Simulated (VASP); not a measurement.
# Cl4Ti in VASP: single point with PBE+D3(BJ)

Aim: the single point of Cl4Ti with PBE+D3(BJ).

All numbers are computed with VASP 6.6.1; they aren't measurements. Logs are shortened: lines on timing, memory, paths and dates and some standing lists are left out, and cuts for length are marked.

## 1. The cell of the first run

The cell holds a molecule in a box, 5 atoms: a = 15.000 Å, b = 15.500 Å, c = 16.000 Å, α = 90.00°, β = 90.00°, γ = 90.00°.

## 2. Single point, PBE+D3(BJ)

Contents of INCAR:

```
SYSTEM = TiCl4
ALGO = Normal ; EDIFF = 1E-6
ENCUT = 400 ; GGA = PE
GGA_COMPAT = .FALSE. ; ISIF = 2
ISMEAR = 0 ; ISYM = 0
IVDW = 12 ; LASPH = .TRUE.
LCHARG = .TRUE. ; LELF = .TRUE.
LREAL = .FALSE. ; LVHAR = .TRUE.
LWAVE = .FALSE. ; NBANDS = 28
NELM = 120 ; NELMDL = -8
PREC = Accurate ; SIGMA = 0.005
```

Contents of KPOINTS:

```
k-points
0
G
  1 1 1
  0 0 0
```

Contents of POSCAR:

```
TiCl4
1.0
   15.0000000000      0.0000000000      0.0000000000
    0.0000000000     15.5000000000      0.0000000000
    0.0000000000      0.0000000000     16.0000000000
Cl Ti
4 1
Direct
    0.5009685889      0.4984040612      0.3636733054
    0.6367773038      0.4999578570      0.5463042678
    0.4316484418      0.6157213131      0.5437507337
    0.4306090969      0.3859159746      0.5462734311
    0.4999965686      0.5000007941      0.4999982619
```

Potentials or basis: VASP PAW PBE potentials, release 64 (Cl, Ti_sv).

The run is started by

```
cat potpaw_PBE.64/Cl/POTCAR potpaw_PBE.64/Ti_sv/POTCAR > POTCAR
mpirun -np 1 vasp_gam > vasp.out
```

OUTCAR:

```text
SYSTEM = TiCl4
   EDIFF = 1E-6
   ENCUT = 400
   GGA = PE
   ISIF = 2
   ISMEAR = 0
   ISYM = 0
   IVDW = 12
   LASPH = .TRUE.
   LREAL = .FALSE.
   NELM = 120
   NELMDL = -8
   PREC = Accurate
 IVDW          = 12

 ion  position               nearest neighbor table
   1  0.501  0.498  0.364-   5 2.18
   2  0.637  0.500  0.546-   5 2.18
   3  0.432  0.616  0.544-   5 2.18
   4  0.431  0.386  0.546-   5 2.18
   5  0.500  0.500  0.500-   3 2.18   4 2.18   2 2.18   1 2.18

IMPORTANT INFORMATION: All symmetrisations will be switched off!
NOSYMM: (Re-)initialisation of all symmetry stuff for point group C_1.

----------------------------------------------------------------------------------------

                                     Primitive cell

  volume of cell :    3720.0000

  direct lattice vectors                    reciprocal lattice vectors
    15.000000000  0.000000000  0.000000000     0.066666667  0.000000000  0.000000000
     0.000000000 15.500000000  0.000000000     0.000000000  0.064516129  0.000000000
     0.000000000  0.000000000 16.000000000     0.000000000  0.000000000  0.062500000

  length of vectors
    15.000000000 15.500000000 16.000000000     0.066666667  0.064516129  0.062500000

  position of ions in fractional coordinates (direct lattice)
     0.500968589  0.498404061  0.363673305
     0.636777304  0.499957857  0.546304268
     0.431648442  0.615721313  0.543750734
     0.430609097  0.385915975  0.546273431
     0.499996569  0.500000794  0.499998262

  ion indices of the primitive-cell ions
   primitive index   ion index
                 1           1
                 2           2
                 3           3
                 4           4
                 5           5

----------------------------------------------------------------------------------------

 KPOINTS: k-points

Automatic generation of k-mesh.
 Grid dimensions read from file:
 generate k-points for:    1    1    1

 Generating k-lattice:

  Cartesian coordinates                     Fractional coordinates (reciprocal lattice)
     0.066666667  0.000000000  0.000000000     1.000000000  0.000000000  0.000000000
     0.000000000  0.064516129  0.000000000     0.000000000  1.000000000  0.000000000
     0.000000000  0.000000000  0.062500000     0.000000000  0.000000000  1.000000000

  Length of vectors
     0.066666667  0.064516129  0.062500000

  Shift w.r.t. Gamma in fractional coordinates (k-lattice)
     0.000000000  0.000000000  0.000000000

 Subroutine IBZKPT returns following result:
 ===========================================

 Found      1 irreducible k-points:

 Following reciprocal coordinates:
            Coordinates               Weight
  0.000000  0.000000  0.000000      1.000000
   k-points           NKPTS =      1   k-points in BZ     NKDIM =      1   number of bands    NBANDS=     28
   number of dos      NEDOS =    301   number of ions     NIONS =      5
   total plane-waves  NPLWV = ******
   dimension x,y,z NGX =    98 NGY =  108 NGZ =  108
   dimension x,y,z NGXF=   196 NGYF=  216 NGZF=  216
   ions per type =               4   1
   NGX,Y,Z   is equivalent  to a cutoff of  10.86, 11.58, 11.22 a.u.
   NGXF,Y,Z  is equivalent  to a cutoff of  21.72, 23.17, 22.44 a.u.
 SYSTEM =  TiCl4
   PREC   = accura    normal or accurate (medium, high low for compatibility)
   ISTART =      0    job   : 0-new  1-cont  2-samecut
   ICHARG =      2    charge: 1-file 2-atom 10-const
   ISPIN  =      1    spin polarized calculation?
   LNONCOLLINEAR =      F non collinear calculations
   LSORBIT =      F    spin-orbit coupling
   LASPH  =      T    aspherical Exc in radial PAW
   ENCUT  =  400.0 eV  29.40 Ry    5.42 a.u.  24.46 25.28 26.09*2*pi/ulx,y,z
   NELM   =    120;   NELMIN=  2; NELMDL= -8     # of ELM steps
   EDIFF  = 0.1E-05   stopping-criterion for ELM
   LREAL  =      F    real-space projection
   EDIFFG = 0.1E-04   stopping-criterion for IOM
   NSW    =      0    number of steps for IOM
   IBRION =     -1    ionic relax: 0-MD 1-quasi-New 2-CG
   NFREE  =      0    steps in history (QN), initial steepest desc. (CG)
   ISIF   =      2    stress and relaxation
   ISYM   =      0    0-nonsym 1-usesym 2-fastsym
   POTIM  = 0.5000    time-step for ionic-motion
   TEBEG  =    0.0;   TEEND  =   0.0 temperature during run
   PSTRESS=    0.0 pullay stress
   NELECT =      40.0000    total number of electrons
   NUPDOWN=      -1.0000    fix difference up-down
   EMIN   =  10.00;   EMAX   =-10.00  energy-range for DOS
   EFERMI =   0.00;   METHOD = LEGACY
   ISMEAR =     0;   SIGMA  =   0.01  broadening in eV -4-tet -1-fermi 0-gaus
   EFERMI_NEDOS =   21; number of points for ismear=-14 and -15
   IALGO  =     38    algorithm
   IMIX   =      4    mixing-type and parameters
     AMIX     =   0.40;   BMIX     =  1.00
     AMIX_MAG =   1.60;   BMIX_MAG =  1.00
  volume/ion in A,a.u.               =     744.00      5020.76
  Fermi-wavevector in a.u.,A,eV,Ry     =   0.361338  0.682830  1.776448  0.130565
  Thomas-Fermi vector in A             =   1.281772
   LORBIT       =      0    0 simple, 1 ext, 2 COOP (PROOUT), +10 PAW based schemes
   GGA     = PE    functional components
   LHFCALC =     F    Hartree Fock is set to
   AEXX    =    0.0000 exact exchange contribution
   IVDW    =    12    specifies the selected vdW correction
   LEPSILON=     F    determine dielectric tensor
   LRPA    =     F    only Hartree local field effects (RPA)
 non-spin polarized calculation
 Gauss-broadening in eV      SIGMA  =   0.01
  energy-cutoff  :      400.00
  volume of cell :     3720.00
 maximum number of plane-waves:     33758
 NGX is ok and might be reduce to    98
   NGX = 49   NGY = 51   NGZ = 53

 number of electron      40.0000001 magnetization

 Free energy of the ion-electron system (eV)
  ---------------------------------------------------
  ext. energy  EPLUGINS =         0.00000000
  ---------------------------------------------------
  free energy    TOTEN  =       -23.16424326 eV

  energy without entropy =      -23.16424326  energy(sigma->0) =      -23.16424326

 E-fermi :  -7.8346     XC(G=0):  -0.5475

 val. band max:       -8.0031256080   @ k =   0.0000   0.0000   0.0000
 cond. band min:      -4.3484045007   @ k =   0.0000   0.0000   0.0000
 fundamental gap:      3.6547211073
 Fermi energy:        -7.8345784319

 k-point     1 :       0.0000    0.0000    0.0000
  band No.  band energies     occupation
      1     -63.6978      2.00000
      2     -39.9655      2.00000
      3     -39.9655      2.00000
      4     -39.9655      2.00000
      5     -20.7276      2.00000
      6     -20.4492      2.00000
[... 20 lines left out ...]
     27       0.3551      0.00000
     28       0.4207      0.00000

------------------------ aborting loop because EDIFF is reached ----------------------------------------

 Edisp (eV)   -0.22760

 E8    (eV) :    -0.0987

  FORCE on cell =-STRESS in cart. coord.  units (eV):
  Direction    XX          YY          ZZ          XY          YZ          ZX
  --------------------------------------------------------------------------------------
  -------------------------------------------------------------------------------------
  Total      -0.14545    -0.14690    -0.14853    -0.00008     0.00019    -0.00005
  in kB      -0.06264    -0.06327    -0.06397    -0.00004     0.00008    -0.00002
  external pressure =       -0.06 kB  Pullay stress =        0.00 kB

 VOLUME and BASIS-vectors are now :
 -----------------------------------------------------------------------------
  energy-cutoff  :      400.00
  volume of cell :     3720.00
      direct lattice vectors                 reciprocal lattice vectors
    15.000000000  0.000000000  0.000000000     0.066666667  0.000000000  0.000000000
     0.000000000 15.500000000  0.000000000     0.000000000  0.064516129  0.000000000
     0.000000000  0.000000000 16.000000000     0.000000000  0.000000000  0.062500000

 POSITION                                       TOTAL-FORCE (eV/Angst)
 -----------------------------------------------------------------------------------
      7.51453      7.72526      5.81877         0.000425     -0.000055      0.000665
      9.55166      7.74935      8.74087        -0.000695      0.000005     -0.000275
      6.47473      9.54368      8.70001        -0.000297     -0.000372     -0.000224
      6.45914      5.98170      8.74037         0.000214      0.000647     -0.000282
      7.49995      7.75001      7.99997         0.000353     -0.000225      0.000116
 -----------------------------------------------------------------------------------
    total drift:                                0.000337      0.000259      0.000319

  FREE ENERGIE OF THE ION-ELECTRON SYSTEM (eV)
  ---------------------------------------------------
  free  energy   TOTEN  =       -23.3918465971 eV

  energy  without entropy=      -23.3918465971  energy(sigma->0) =      -23.39184660
```

Wall time 3.5 min (1 thread of Intel Xeon Platinum 8488C (Sapphire Rapids), shared host); peak memory 1.6 GiB.

Results:

* Free energy: -23.3918 eV
* Gap between the frontier levels: 3.65 eV
* Dispersion energy per atom: -0.046 eV

Levels at points of the mesh, in eV from the valence-band top:
```
           k point  band 16  band 17  band 18  band 19  band 20  band 21  band 22  band 23  band 24  band 25
(0.00, 0.00, 0.00)    -0.79    -0.79     0.00     0.00     0.00     3.65     3.65     4.44     4.44     4.44
```
